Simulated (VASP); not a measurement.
# CaZr2N2 (P-6m2) in VASP: a series of runs

CaZr2N2 is run at these levels: PBE; tasks: single point, relaxation of cell and atoms.

All numbers are computed with VASP 6.6.1; they aren't measurements. Logs are shortened: lines on timing, memory, paths and dates and some standing lists are left out, and cuts for length are marked.

## (1) The cell of the first run

It takes space group P-6m2 (No. 187, hexagonal). Conventional cell: a = 3.522 Å, b = 3.522 Å, c = 9.104 Å, α = 90.00°, β = 90.00°, γ = 120.00°. Within 3.2 Å of Ca (site symmetry -6m2) lie 2 N at 2.40 Å. Within 2.8 Å of Zr (site symmetry 3m) lie 3 N at 2.11 Å. N (site symmetry 3m) has 3 Zr at 2.11 Å and 1 Ca at 2.40 Å within 2.8 Å.

The cell was built from a structure type or drawn by symmetry, and may not be a known phase.

## (2) Single point, PBE

Contents of INCAR:

```
PREC = Accurate
ENCUT = 520
EDIFF = 1E-6
ISMEAR = 0
SIGMA = 0.1
LREAL = F
LASPH = T
NELM = 100
ALGO = Normal
ISIF = 2
LWAVE = F
LCHARG = F
GGA = PE
NBANDS = 30
```

Contents of KPOINTS:

```
regular mesh
0
Gamma
  12 12 4
```

Contents of POSCAR:

```
CaZr2N2
1.0
    3.5217775740      0.0000000000      0.0000000000
   -1.7608887870      3.0499488456      0.0000000000
    0.0000000000      0.0000000000      9.1037131621
Ca Zr N
1 2 2
Direct
    0.6666666667      0.3333333333      0.5000000000
    0.0000000000      0.0000000000      0.8275925736
    0.0000000000      0.0000000000      0.1724074264
    0.6666666667      0.3333333333      0.7636598259
    0.6666666667      0.3333333333      0.2363401741
```

Potentials or basis: VASP PAW PBE potentials, release 64 (Ca_sv, Zr_sv, N).

Run with:

```bash
$ cat potpaw_PBE.64/Ca_sv/POTCAR potpaw_PBE.64/Zr_sv/POTCAR potpaw_PBE.64/N/POTCAR > POTCAR
$ mpirun -np 1 vasp_std > vasp.out
```

OUTCAR:

```text
PREC = Accurate
   ENCUT = 520
   EDIFF = 1E-6
   ISMEAR = 0
   LREAL = F
   LASPH = T
   NELM = 100
   ISIF = 2
   GGA = PE

 ion  position               nearest neighbor table
   1  0.667  0.333  0.500-   4 2.40   5 2.40
   2  0.000  0.000  0.828-   4 2.11   4 2.11   4 2.11   3 3.14
   3  0.000  0.000  0.172-   5 2.11   5 2.11   5 2.11   2 3.14
   4  0.667  0.333  0.764-   2 2.11   2 2.11   2 2.11   1 2.40
   5  0.667  0.333  0.236-   3 2.11   3 2.11   3 2.11   1 2.40

  LATTYP: Found a hexagonal cell.
 ALAT       =     3.5217775740
 C/A-ratio  =     2.5849767542

  Lattice vectors:

 A1 = (   3.5217775740,   0.0000000000,   0.0000000000)
 A2 = (  -1.7608887870,   3.0499488456,   0.0000000000)
 A3 = (   0.0000000000,   0.0000000000,   9.1037131621)

Analysis of symmetry for initial positions (statically):
=====================================================================
 Subroutine PRICEL returns:
 Original cell was already a primitive cell.

 Routine SETGRP: Setting up the symmetry group for a
 hexagonal supercell.

 Subroutine GETGRP returns: Found 12 space group operations
 (whereof 12 operations were pure point group operations)
 out of a pool of 24 trial point group operations.

The static configuration has the point symmetry D_3h.

Analysis of symmetry for dynamics (positions and initial velocities):
=====================================================================
 Subroutine PRICEL returns:
 Original cell was already a primitive cell.

 Routine SETGRP: Setting up the symmetry group for a
 hexagonal supercell.

 Subroutine GETGRP returns: Found 12 space group operations
 (whereof 12 operations were pure point group operations)
 out of a pool of 24 trial point group operations.

The dynamic configuration has the point symmetry D_3h.

 Subroutine INISYM returns: Found 12 space group operations
 (whereof 12 operations are pure point group operations),
 and found     1 'primitive' translations

----------------------------------------------------------------------------------------

                                     Primitive cell

  volume of cell :      97.7852

  direct lattice vectors                    reciprocal lattice vectors
     3.521777574  0.000000000  0.000000000     0.283947518  0.163937176  0.000000000
    -1.760888787  3.049948846  0.000000000     0.000000000  0.327874352  0.000000000
     0.000000000  0.000000000  9.103713162     0.000000000  0.000000000  0.109845289

  length of vectors
     3.521777574  3.521777574  9.103713162     0.327874352  0.327874352  0.109845289

  position of ions in fractional coordinates (direct lattice)
     0.666666667  0.333333333  0.500000000
     0.000000000  0.000000000  0.827592574
     0.000000000  0.000000000  0.172407426
     0.666666667  0.333333333  0.763659826
     0.666666667  0.333333333  0.236340174

  ion indices of the primitive-cell ions
   primitive index   ion index
                 1           1
                 2           2
                 3           3
                 4           4
                 5           5

----------------------------------------------------------------------------------------

 KPOINTS: regular mesh

Automatic generation of k-mesh.
 Grid dimensions read from file:
 generate k-points for:   12   12    4

 Generating k-lattice:

  Cartesian coordinates                     Fractional coordinates (reciprocal lattice)
     0.023662293  0.013661431  0.000000000     0.083333333 -0.000000000  0.000000000
     0.000000000  0.027322863  0.000000000     0.000000000  0.083333333  0.000000000
     0.000000000  0.000000000  0.027461322     0.000000000  0.000000000  0.250000000

  Length of vectors
     0.027322863  0.027322863  0.027461322

  Shift w.r.t. Gamma in fractional coordinates (k-lattice)
     0.000000000  0.000000000  0.000000000

 Subroutine IBZKPT returns following result:
 ===========================================

 Found     57 irreducible k-points:

 Following reciprocal coordinates:
            Coordinates               Weight
  0.000000  0.000000  0.000000      1.000000
  0.083333 -0.000000  0.000000      6.000000
  0.166667  0.000000  0.000000      6.000000
  0.250000 -0.000000  0.000000      6.000000
  0.333333 -0.000000  0.000000      6.000000
  0.416667  0.000000  0.000000      6.000000
[... 16 lines left out ...]
  0.250000 -0.000000  0.250000     12.000000
  0.333333 -0.000000  0.250000     12.000000
 [... further k-points ...]
   k-points           NKPTS =     57   k-points in BZ     NKDIM =     57   number of bands    NBANDS=     30
   number of dos      NEDOS =    301   number of ions     NIONS =      5
   total plane-waves  NPLWV =  54880
   dimension x,y,z NGX =    28 NGY =   28 NGZ =   70
   dimension x,y,z NGXF=    56 NGYF=   56 NGZF=  140
   ions per type =               1   2   2
   NGX,Y,Z   is equivalent  to a cutoff of  13.22, 13.22, 12.78 a.u.
   NGXF,Y,Z  is equivalent  to a cutoff of  26.43, 26.43, 25.57 a.u.
 SYSTEM =  unknown system
   PREC   = accura    normal or accurate (medium, high low for compatibility)
   ISTART =      0    job   : 0-new  1-cont  2-samecut
   ICHARG =      2    charge: 1-file 2-atom 10-const
   ISPIN  =      1    spin polarized calculation?
   LNONCOLLINEAR =      F non collinear calculations
   LSORBIT =      F    spin-orbit coupling
   LASPH  =      T    aspherical Exc in radial PAW
   ENCUT  =  520.0 eV  38.22 Ry    6.18 a.u.   6.55  6.55 16.93*2*pi/ulx,y,z
   NELM   =    100;   NELMIN=  2; NELMDL= -5     # of ELM steps
   EDIFF  = 0.1E-05   stopping-criterion for ELM
   LREAL  =      F    real-space projection
   EDIFFG = 0.1E-04   stopping-criterion for IOM
   NSW    =      0    number of steps for IOM
   IBRION =     -1    ionic relax: 0-MD 1-quasi-New 2-CG
   NFREE  =      0    steps in history (QN), initial steepest desc. (CG)
   ISIF   =      2    stress and relaxation
   ISYM   =      2    0-nonsym 1-usesym 2-fastsym
   POTIM  = 0.5000    time-step for ionic-motion
   TEBEG  =    0.0;   TEEND  =   0.0 temperature during run
   PSTRESS=    0.0 pullay stress
   NELECT =      44.0000    total number of electrons
   NUPDOWN=      -1.0000    fix difference up-down
   EMIN   =  10.00;   EMAX   =-10.00  energy-range for DOS
   EFERMI =   0.00;   METHOD = LEGACY
   ISMEAR =     0;   SIGMA  =   0.10  broadening in eV -4-tet -1-fermi 0-gaus
   EFERMI_NEDOS =   21; number of points for ismear=-14 and -15
   IALGO  =     38    algorithm
   IMIX   =      4    mixing-type and parameters
     AMIX     =   0.40;   BMIX     =  1.00
     AMIX_MAG =   1.60;   BMIX_MAG =  1.00
  volume/ion in A,a.u.               =      19.56       131.98
  Fermi-wavevector in a.u.,A,eV,Ry     =   1.254492  2.370647 21.412185  1.573751
  Thomas-Fermi vector in A             =   2.388295
   LORBIT       =      0    0 simple, 1 ext, 2 COOP (PROOUT), +10 PAW based schemes
   GGA     = PE    functional components
   LHFCALC =     F    Hartree Fock is set to
   AEXX    =    0.0000 exact exchange contribution
   IVDW    =     0    specifies the selected vdW correction
   LEPSILON=     F    determine dielectric tensor
   LRPA    =     F    only Hartree local field effects (RPA)
 non-spin polarized calculation
 Gauss-broadening in eV      SIGMA  =   0.10
  energy-cutoff  :      520.00
  volume of cell :       97.79
 maximum number of plane-waves:      2668
 NGX is ok and might be reduce to    28
   NGX = 13   NGY = 13   NGZ = 33

 number of electron      44.0000001 magnetization

 Free energy of the ion-electron system (eV)
  ---------------------------------------------------
  ext. energy  EPLUGINS =         0.00000000
  ---------------------------------------------------
  free energy    TOTEN  =       -40.55117133 eV

  energy without entropy =      -40.54405206  energy(sigma->0) =      -40.54761169

 E-fermi :   6.0084     XC(G=0):  -9.9806

 val. band max:        5.9701022709   @ k =   0.4167   0.0000   0.5000
 cond. band min:       6.0681993179   @ k =   0.5000  -0.0000   0.5000
 fundamental gap:      0.0980970470
 Fermi energy:         6.0083526823

 k-point     1 :       0.0000    0.0000    0.0000
  band No.  band energies     occupation
      1     -43.1468      2.00000
      2     -43.1177      2.00000
      3     -34.8370      2.00000
      4     -21.3326      2.00000
      5     -21.0883      2.00000
      6     -21.0883      2.00000
[... 22 lines left out ...]
     29       9.3280      0.00000
     30       9.3280      0.00000

 k-point     2 :       0.0833   -0.0000    0.0000
  band No.  band energies     occupation
      1     -43.1443      2.00000
      2     -43.1152      2.00000
      3     -34.8344      2.00000
      4     -21.3291      2.00000
      5     -21.1221      2.00000
      6     -21.1018      2.00000
[... 22 lines left out ...]
     29       9.2126      0.00000
     30       9.4276      0.00000

 k-point     3 :       0.1667    0.0000    0.0000
  band No.  band energies     occupation
      1     -43.1375      2.00000
      2     -43.1085      2.00000
      3     -34.8275      2.00000
      4     -21.3224      2.00000
      5     -21.2106      2.00000
      6     -21.1956      2.00000
[... 22 lines left out ...]
     29       9.2447      0.00000
     30       9.7282      0.00000

 k-point     4 :       0.2500   -0.0000    0.0000
  band No.  band energies     occupation
      1     -43.1281      2.00000
      2     -43.0993      2.00000
      3     -34.8179      2.00000
      4     -21.3597      2.00000
      5     -21.3176      2.00000
      6     -21.2816      2.00000
[... 616 lines left out ...]
     29       9.3065      0.00000
     30       9.7870      0.00000

 k-point    23 :       0.2500   -0.0000    0.2500
  band No.  band energies     occupation
      1     -43.1281      2.00000
      2     -43.0993      2.00000
      3     -34.8179      2.00000
      4     -21.3607      2.00000
      5     -21.3170      2.00000
      6     -21.2817      2.00000
[... 22 lines left out ...]
     29       9.4296      0.00000
     30      10.2433      0.00000

 k-point    24 :       0.3333   -0.0000    0.2500
  band No.  band energies     occupation
      1     -43.1187      2.00000
      2     -43.0900      2.00000
      3     -34.8083      2.00000
      4     -21.4706      2.00000
      5     -21.4350      2.00000
      6     -21.2763      2.00000
[... 22 lines left out ...]
     29       9.3162      0.00000
     30      10.1222      0.00000

 [... further k-points ...]

------------------------ aborting loop because EDIFF is reached ----------------------------------------

  FORCE on cell =-STRESS in cart. coord.  units (eV):
  Direction    XX          YY          ZZ          XY          YZ          ZX
  --------------------------------------------------------------------------------------
  -------------------------------------------------------------------------------------
  Total        0.0798745      0.0798745      0.1254522     -0.0000000     -0.0000000     -0.0000000
  in kB        1.3087173      1.3087173      2.0554924     -0.0000000     -0.0000000     -0.0000000
  external PRESSURE =       1.5576423 kB  Pullay stress =       0.0000000 kB

 VOLUME and BASIS-vectors are now :
 -----------------------------------------------------------------------------
  energy-cutoff  :      520.00
  volume of cell :       97.79
      direct lattice vectors                 reciprocal lattice vectors
     3.521777574  0.000000000  0.000000000     0.283947518  0.163937176  0.000000000
    -1.760888787  3.049948846  0.000000000     0.000000000  0.327874352  0.000000000
     0.000000000  0.000000000  9.103713162     0.000000000  0.000000000  0.109845289

 POSITION                                       TOTAL-FORCE (eV/Angst)
 -----------------------------------------------------------------------------------
      1.76089      1.01665      4.55186         0.000000     -0.000000      0.000000
      0.00000      0.00000      7.53417        -0.000000     -0.000000      0.014183
      0.00000      0.00000      1.56955        -0.000000      0.000000     -0.014183
      1.76089      1.01665      6.95214        -0.000000     -0.000000      0.015727
      1.76089      1.01665      2.15157        -0.000000     -0.000000     -0.015727
 -----------------------------------------------------------------------------------
    total drift:                               -0.000000      0.000000      0.000000

  FREE ENERGIE OF THE ION-ELECTRON SYSTEM (eV)
  ---------------------------------------------------
  free  energy   TOTEN  =       -40.5511713265 eV

  energy  without entropy=      -40.5440520563  energy(sigma->0) =      -40.54761169
```

Run time: 77 s. Hardware: 1 thread of Intel Xeon 6975P-C (Granite Rapids), shared host; peak memory 0.32 GiB.

Results:

```yaml
Free_energy: -40.5512 eV
Pressure: 0.2 GPa
Largest_force: 0.016 eV/Å
```

Forces on the atoms (eV/Å):
```
Ca   0.000  0.000  0.000
Zr   0.000  0.000  0.014
Zr   0.000  0.000 -0.014
N    0.000  0.000  0.016
N    0.000  0.000 -0.016
```

## (3) Relaxation of cell and atoms, PBE

Contents of INCAR:

```
PREC = Accurate
ENCUT = 600
EDIFF = 1E-7
ISMEAR = 0
SIGMA = 0.1
LREAL = F
LASPH = T
NELM = 80
ALGO = Normal
ISIF = 3
LWAVE = F
LCHARG = F
GGA = PE
IBRION = 2
NSW = 100
EDIFFG = -0.01
```

Contents of KPOINTS:

```
Automatic mesh
0
Gamma
  12 12 4
```

Contents of POSCAR:

```
CaZr2N2
1.0
    3.5215571473      0.0000000000      0.0000000000
   -1.7607785737      3.0497579504      0.0000000000
    0.0000000000      0.0000000000      9.1035823822
Ca Zr N
1 2 2
Direct
    0.6666666667      0.3333333333      0.5000000000
    0.0000000000      0.0000000000      0.8277227724
    0.0000000000      0.0000000000      0.1722772276
    0.6666666667      0.3333333333      0.7636397830
    0.6666666667      0.3333333333      0.2363602170
```

Potentials or basis: VASP PAW PBE potentials, release 64 (Ca_sv, Zr_sv, N).

Run with:

```bash
$ cat potpaw_PBE.64/Ca_sv/POTCAR potpaw_PBE.64/Zr_sv/POTCAR potpaw_PBE.64/N/POTCAR > POTCAR
$ mpirun -np 1 vasp_std > vasp.out
```

It took 3.6 min on 1 thread of Intel Xeon 6975P-C (Granite Rapids), shared host; peak memory 0.36 GiB.

Results (log left out):

| Item | Value |
| --- | --- |
| Free energy | -40.5541 eV |
| Relaxed volume | 19.58 Å³/atom |
| Relaxed cell | a = 3.522 Å, b = 3.522 Å, c = 9.115 Å, α = 90.00°, β = 90.00°, γ = 120.00° |
| Space group after relaxing (to 0.1 Å) | P-6m2 (No. 187) |
| Energy gained by relaxing | 0.0 meV/atom |
| Ionic steps | 4 |
| Pressure after relaxing | 0.0 GPa |
| Largest force after relaxing | 0.009 eV/Å |

Forces in eV/Å, atoms in the order of the input:
```
Ca   0.000  0.000  0.000
Zr   0.000  0.000  0.009
Zr   0.000  0.000 -0.009
N    0.000  0.000  0.004
N    0.000  0.000 -0.004
```

Stress tensor (GPa, compression positive):
```
 0.05  0.00  0.00
 0.00  0.05  0.00
 0.00  0.00 -0.05
```

Step by step:
| step | energy change (eV) | largest force (eV/Å) | pressure (GPa) | volume (Å³) |
| --- | --- | --- | --- | --- |
| 1 | 0.0000 | 0.0206 | 0.11 | 97.77 |
| 2 | -0.0001 | 0.0183 | -0.06 | 97.96 |
| 3 | -0.0001 | 0.0186 | -0.04 | 97.94 |
| 4 | -0.0001 | 0.0090 | 0.01 | 97.92 |

Final structure:
```cif
data_structure
_symmetry_space_group_name_H-M 'P 1'
_symmetry_Int_Tables_number 1
_cell_length_a 3.5221
_cell_length_b 3.5221
_cell_length_c 9.1148
_cell_angle_alpha 90.000
_cell_angle_beta 90.000
_cell_angle_gamma 120.000
_cell_volume 97.92
loop_
_atom_site_label
_atom_site_type_symbol
_atom_site_fract_x
_atom_site_fract_y
_atom_site_fract_z
_atom_site_occupancy
Ca1 Ca 0.66667 0.33333 0.50000 1
Zr1 Zr 0.00000 0.00000 0.82769 1
Zr2 Zr 0.00000 0.00000 0.17230 1
N1 N 0.66667 0.33333 0.76387 1
N2 N 0.66667 0.33333 0.23613 1
```

Levels at points of the mesh, in eV from the Fermi level:
```tsv
k point	band 18	band 19	band 20	band 21	band 22	band 23	band 24	band 25	band 26
(0.00, 0.00, 0.00)	-4.49	-4.49	-3.71	-2.55	-0.93	1.65	1.65	2.26	2.57
(0.50, 0.00, 0.00)	-3.21	-3.20	-2.73	-0.87	-0.35	0.57	0.78	2.02	2.04
(0.00, 0.00, 0.50)	-4.46	-4.46	-4.03	-1.98	-1.69	1.73	1.73	2.35	2.35
(0.50, 0.00, 0.50)	-3.20	-3.14	-3.14	-0.67	-0.18	0.06	0.94	1.99	2.08
```
